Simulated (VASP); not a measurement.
# Hg2O (Fm-3m) in VASP: single point with PBE

Aim: the single point of Hg2O with PBE.

Everything below comes from runs of VASP 6.6.1. Logs are shortened: lines on timing, memory, paths and dates and some standing lists are left out, and cuts for length are marked.

### Step 1. The cell of the first run

It takes space group Fm-3m (No. 225, cubic). The conventional cell has a = 6.078 Å, b = 6.078 Å, c = 6.078 Å, α = 90.00°, β = 90.00°, γ = 90.00°. Hg (site symmetry -43m) has 4 O at 2.63 Å and 6 Hg at 3.04 Å within 3.5 Å. O (site symmetry m-3m) has 8 Hg at 2.63 Å within 3.5 Å.

### Step 2. Single point, PBE

File INCAR:

```
ALGO = Normal
EDIFF = 1E-6
ENCUT = 520
GGA = PE
ISIF = 2
ISMEAR = 0
LASPH = T
LCHARG = T
LELF = T
LREAL = F
LVHAR = T
LWAVE = F
NBANDS = 22
NELM = 80
PREC = Accurate
SIGMA = 0.1
```

File KPOINTS:

```
k-points
0
Gamma
  14 14 14
```

File POSCAR:

```
Hg2O
1.0
    0.0000000000      3.0390919823      3.0390919823
    3.0390919823      0.0000000000      3.0390919823
    3.0390919823      3.0390919823      0.0000000000
Hg O
2 1
Direct
    0.2500000000      0.2500000000      0.2500000000
    0.7500000000      0.7500000000      0.7500000000
    0.0000000000      0.0000000000      0.0000000000
```

Potentials or basis: VASP PAW PBE potentials, release 64 (Hg, O).

The run is started by

```bash
> cat potpaw_PBE.64/Hg/POTCAR potpaw_PBE.64/O/POTCAR > POTCAR
> mpirun -np 1 vasp_std > vasp.out
```

OUTCAR:

```text
EDIFF = 1E-6
   ENCUT = 520
   GGA = PE
   ISIF = 2
   ISMEAR = 0
   LASPH = T
   LREAL = F
   NELM = 80
   PREC = Accurate

 ion  position               nearest neighbor table
   1  0.250  0.250  0.250-   3 2.63   3 2.63   3 2.63   3 2.63   2 3.04   2 3.04   2 3.04   2 3.04
                             2 3.04   2 3.04
   2  0.750  0.750  0.750-   3 2.63   3 2.63   3 2.63   3 2.63   1 3.04   1 3.04   1 3.04   1 3.04
                             1 3.04   1 3.04
   3  0.000  0.000  0.000-   2 2.63   2 2.63   2 2.63   1 2.63   1 2.63   1 2.63   2 2.63   1 2.63

  LATTYP: Found a face centered cubic cell.
 ALAT       =     6.0781839646

  Lattice vectors:

 A1 = (   0.0000000000,   3.0390919823,   3.0390919823)
 A2 = (   3.0390919823,   0.0000000000,   3.0390919823)
 A3 = (   3.0390919823,   3.0390919823,   0.0000000000)

Analysis of symmetry for initial positions (statically):
=====================================================================
 Subroutine PRICEL returns:
 Original cell was already a primitive cell.

 Routine SETGRP: Setting up the symmetry group for a
 face centered cubic supercell.

 Subroutine GETGRP returns: Found 48 space group operations
 (whereof 48 operations were pure point group operations)
 out of a pool of 48 trial point group operations.

The static configuration has the point symmetry O_h .

Analysis of symmetry for dynamics (positions and initial velocities):
=====================================================================
 Subroutine PRICEL returns:
 Original cell was already a primitive cell.

 Routine SETGRP: Setting up the symmetry group for a
 face centered cubic supercell.

 Subroutine GETGRP returns: Found 48 space group operations
 (whereof 48 operations were pure point group operations)
 out of a pool of 48 trial point group operations.

The dynamic configuration has the point symmetry O_h .

 Subroutine INISYM returns: Found 48 space group operations
 (whereof 48 operations are pure point group operations),
 and found     1 'primitive' translations

----------------------------------------------------------------------------------------

                                     Primitive cell

  volume of cell :      56.1386

  direct lattice vectors                    reciprocal lattice vectors
     0.000000000  3.039091982  3.039091982    -0.164522826  0.164522826  0.164522826
     3.039091982  0.000000000  3.039091982     0.164522826 -0.164522826  0.164522826
     3.039091982  3.039091982  0.000000000     0.164522826  0.164522826 -0.164522826

  length of vectors
     4.297925099  4.297925099  4.297925099     0.284961893  0.284961893  0.284961893

  position of ions in fractional coordinates (direct lattice)
     0.250000000  0.250000000  0.250000000
     0.750000000  0.750000000  0.750000000
     0.000000000  0.000000000  0.000000000

  ion indices of the primitive-cell ions
   primitive index   ion index
                 1           1
                 2           2
                 3           3

----------------------------------------------------------------------------------------

 KPOINTS: k-points

Automatic generation of k-mesh.
 Grid dimensions read from file:
 generate k-points for:   14   14   14

 Generating k-lattice:

  Cartesian coordinates                     Fractional coordinates (reciprocal lattice)
    -0.011751630  0.011751630  0.011751630     0.071428571  0.000000000  0.000000000
     0.011751630 -0.011751630  0.011751630     0.000000000  0.071428571  0.000000000
     0.011751630  0.011751630 -0.011751630     0.000000000  0.000000000  0.071428571

  Length of vectors
     0.020354421  0.020354421  0.020354421

  Shift w.r.t. Gamma in fractional coordinates (k-lattice)
     0.000000000  0.000000000  0.000000000

 Subroutine IBZKPT returns following result:
 ===========================================

 Found    104 irreducible k-points:

 Following reciprocal coordinates:
            Coordinates               Weight
  0.000000  0.000000  0.000000      1.000000
  0.071429  0.000000  0.000000      8.000000
  0.142857  0.000000  0.000000      8.000000
  0.214286  0.000000  0.000000      8.000000
  0.285714  0.000000  0.000000      8.000000
  0.357143  0.000000  0.000000      8.000000
[... 16 lines left out ...]
  0.214286  0.142857  0.000000     24.000000
  0.285714  0.142857  0.000000     24.000000
 [... further k-points ...]
   k-points           NKPTS =    104   k-points in BZ     NKDIM =    104   number of bands    NBANDS=     22
   number of dos      NEDOS =    301   number of ions     NIONS =      3
   total plane-waves  NPLWV =  32768
   dimension x,y,z NGX =    32 NGY =   32 NGZ =   32
   dimension x,y,z NGXF=    64 NGYF=   64 NGZF=   64
   ions per type =               2   1
   NGX,Y,Z   is equivalent  to a cutoff of  12.38, 12.38, 12.38 a.u.
   NGXF,Y,Z  is equivalent  to a cutoff of  24.76, 24.76, 24.76 a.u.
 SYSTEM =  unknown system
   PREC   = accura    normal or accurate (medium, high low for compatibility)
   ISTART =      0    job   : 0-new  1-cont  2-samecut
   ICHARG =      2    charge: 1-file 2-atom 10-const
   ISPIN  =      1    spin polarized calculation?
   LNONCOLLINEAR =      F non collinear calculations
   LSORBIT =      F    spin-orbit coupling
   LASPH  =      T    aspherical Exc in radial PAW
   ENCUT  =  520.0 eV  38.22 Ry    6.18 a.u.   7.99  7.99  7.99*2*pi/ulx,y,z
   NELM   =     80;   NELMIN=  2; NELMDL= -5     # of ELM steps
   EDIFF  = 0.1E-05   stopping-criterion for ELM
   LREAL  =      F    real-space projection
   EDIFFG = 0.1E-04   stopping-criterion for IOM
   NSW    =      0    number of steps for IOM
   IBRION =     -1    ionic relax: 0-MD 1-quasi-New 2-CG
   NFREE  =      0    steps in history (QN), initial steepest desc. (CG)
   ISIF   =      2    stress and relaxation
   ISYM   =      2    0-nonsym 1-usesym 2-fastsym
   POTIM  = 0.5000    time-step for ionic-motion
   TEBEG  =    0.0;   TEEND  =   0.0 temperature during run
   PSTRESS=    0.0 pullay stress
   NELECT =      30.0000    total number of electrons
   NUPDOWN=      -1.0000    fix difference up-down
   EMIN   =  10.00;   EMAX   =-10.00  energy-range for DOS
   EFERMI =   0.00;   METHOD = LEGACY
   ISMEAR =     0;   SIGMA  =   0.10  broadening in eV -4-tet -1-fermi 0-gaus
   EFERMI_NEDOS =   21; number of points for ismear=-14 and -15
   IALGO  =     38    algorithm
   IMIX   =      4    mixing-type and parameters
     AMIX     =   0.40;   BMIX     =  1.00
     AMIX_MAG =   1.60;   BMIX_MAG =  1.00
  volume/ion in A,a.u.               =      18.71       126.28
  Fermi-wavevector in a.u.,A,eV,Ry     =   1.328500  2.510500 24.013072  1.764911
  Thomas-Fermi vector in A             =   2.457732
   LORBIT       =      0    0 simple, 1 ext, 2 COOP (PROOUT), +10 PAW based schemes
   GGA     = PE    functional components
   LHFCALC =     F    Hartree Fock is set to
   AEXX    =    0.0000 exact exchange contribution
   IVDW    =     0    specifies the selected vdW correction
   LEPSILON=     F    determine dielectric tensor
   LRPA    =     F    only Hartree local field effects (RPA)
 non-spin polarized calculation
 Gauss-broadening in eV      SIGMA  =   0.10
  energy-cutoff  :      520.00
  volume of cell :       56.14
 maximum number of plane-waves:      1526
   NGX = 15   NGY = 15   NGZ = 15

 number of electron      30.0000011 magnetization

 Free energy of the ion-electron system (eV)
  ---------------------------------------------------
  ext. energy  EPLUGINS =         0.00000000
  ---------------------------------------------------
  free energy    TOTEN  =        -4.83254555 eV

  energy without entropy =       -4.82884560  energy(sigma->0) =       -4.83069558

 E-fermi :   2.9148     XC(G=0): -10.7848

 val. band max:        2.7967837225   @ k =  -0.2857   0.4286   0.2143
 cond. band min:       2.9266660571   @ k =   0.5000   0.5000   0.0000
 fundamental gap:      0.1298823346
 Fermi energy:         2.9147977557

 k-point     1 :       0.0000    0.0000    0.0000
  band No.  band energies     occupation
      1     -15.1388      2.00000
      2      -5.3415      2.00000
      3      -5.3415      2.00000
      4      -5.2714      2.00000
      5      -5.2713      2.00000
      6      -5.2713      2.00000
[... 14 lines left out ...]
     21      12.7694      0.00000
     22      12.7694      0.00000

 k-point     2 :       0.0714    0.0000    0.0000
  band No.  band energies     occupation
      1     -15.1321      2.00000
      2      -5.3295      2.00000
      3      -5.3295      2.00000
      4      -5.2719      2.00000
      5      -5.2371      2.00000
      6      -5.2371      2.00000
[... 14 lines left out ...]
     21      12.6462      0.00000
     22      12.6462      0.00000

 k-point     3 :       0.1429    0.0000    0.0000
  band No.  band energies     occupation
      1     -15.1136      2.00000
      2      -5.2833      2.00000
      3      -5.2833      2.00000
      4      -5.2527      2.00000
      5      -5.1469      2.00000
      6      -5.1469      2.00000
[... 14 lines left out ...]
     21      12.3411      0.00000
     22      12.3411      0.00000

 k-point     4 :       0.2143    0.0000    0.0000
  band No.  band energies     occupation
      1     -15.0869      2.00000
      2      -5.1951      2.00000
      3      -5.1951      2.00000
      4      -5.1755      2.00000
      5      -5.0141      2.00000
      6      -5.0141      2.00000
[... 14 lines left out ...]
     21      11.9777      0.00000
     22      12.0140      0.00000

 k-point     5 :       0.2857    0.0000    0.0000
  band No.  band energies     occupation
      1     -15.0575      2.00000
      2      -5.0669      2.00000
      3      -5.0669      2.00000
      4      -5.0169      2.00000
      5      -4.8481      2.00000
      6      -4.8481      2.00000
[... 14 lines left out ...]
     21      11.6548      0.00000
     22      12.4592      0.00000

 k-point     6 :       0.3571    0.0000    0.0000
  band No.  band energies     occupation
      1     -15.0312      2.00000
      2      -4.9079      2.00000
      3      -4.9079      2.00000
      4      -4.7825      2.00000
      5      -4.6590      2.00000
      6      -4.6590      2.00000
[... 14 lines left out ...]
     21      11.4289      0.00000
     22      12.5564      0.00000

 k-point     7 :       0.4286    0.0000    0.0000
  band No.  band energies     occupation
      1     -15.0130      2.00000
      2      -4.7463      2.00000
      3      -4.7463      2.00000
      4      -4.5307      2.00000
      5      -4.4605      2.00000
      6      -4.4605      2.00000
[... 324 lines left out ...]
      6      -5.0656      2.00000
[... 14 lines left out ...]
     21      11.6171      0.00000
     22      13.3901      0.00000

 k-point    21 :      -0.0714    0.0714    0.0000
  band No.  band energies     occupation
      1     -15.1216      2.00000
      2      -5.3408      2.00000
      3      -5.3023      2.00000
      4      -5.2435      2.00000
      5      -5.1823      2.00000
      6      -5.1783      2.00000
[... 14 lines left out ...]
     21      12.1527      0.00000
     22      13.1908      0.00000

 k-point    22 :       0.1429    0.1429    0.0000
  band No.  band energies     occupation
      1     -15.1054      2.00000
      2      -5.4385      2.00000
      3      -5.3095      2.00000
      4      -5.0868      2.00000
      5      -5.0867      2.00000
      6      -5.0867      2.00000
[... 14 lines left out ...]
     21      13.5044      0.00000
     22      13.5044      0.00000

 k-point    23 :       0.2143    0.1429    0.0000
  band No.  band energies     occupation
      1     -15.0856      2.00000
      2      -5.4539      2.00000
      3      -5.2757      2.00000
      4      -4.9850      2.00000
      5      -4.9748      2.00000
      6      -4.9742      2.00000
[... 14 lines left out ...]
     21      13.4213      0.00000
     22      13.6403      0.00000

 k-point    24 :       0.2857    0.1429    0.0000
  band No.  band energies     occupation
      1     -15.0601      2.00000
      2      -5.3971      2.00000
      3      -5.2021      2.00000
      4      -4.8664      2.00000
      5      -4.8273      2.00000
      6      -4.8184      2.00000
[... 14 lines left out ...]
     21      13.4606      0.00000
     22      13.5441      0.00000

 [... further k-points ...]
[... 5 lines left out ...]
  --------------------------------------------------------------------------------------
  -------------------------------------------------------------------------------------
  Total        0.1827773      0.1827773      0.1827773      0.0000000      0.0000000     -0.0000000
  in kB        5.2164059      5.2164059      5.2164059      0.0000000      0.0000000     -0.0000000
  external PRESSURE =       5.2164059 kB  Pullay stress =       0.0000000 kB

 VOLUME and BASIS-vectors are now :
 -----------------------------------------------------------------------------
  energy-cutoff  :      520.00
  volume of cell :       56.14
      direct lattice vectors                 reciprocal lattice vectors
     0.000000000  3.039091982  3.039091982    -0.164522826  0.164522826  0.164522826
     3.039091982  0.000000000  3.039091982     0.164522826 -0.164522826  0.164522826
     3.039091982  3.039091982  0.000000000     0.164522826  0.164522826 -0.164522826

 POSITION                                       TOTAL-FORCE (eV/Angst)
 -----------------------------------------------------------------------------------
      1.51955      1.51955      1.51955        -0.000000     -0.000000      0.000000
      4.55864      4.55864      4.55864         0.000000      0.000000     -0.000000
      0.00000      0.00000      0.00000        -0.000000      0.000000      0.000000
 -----------------------------------------------------------------------------------
    total drift:                               -0.000000     -0.000000      0.000000

  FREE ENERGIE OF THE ION-ELECTRON SYSTEM (eV)
  ---------------------------------------------------
  free  energy   TOTEN  =        -4.8325455539 eV

  energy  without entropy=       -4.8288456028  energy(sigma->0) =       -4.83069558
```

It took 44 s on 1 thread of Intel Xeon 6975P-C (Granite Rapids), shared host; peak memory 0.24 GiB.

What came out:

* Free energy: -4.8325 eV
* Pressure: 0.5 GPa
* Band gap on the k mesh: zero (band 15 reaches 3.08 eV, above the bottom of band 16 at 2.93 eV)

Caveat: spin-orbit coupling is left out, which moves the levels of the heavy elements.
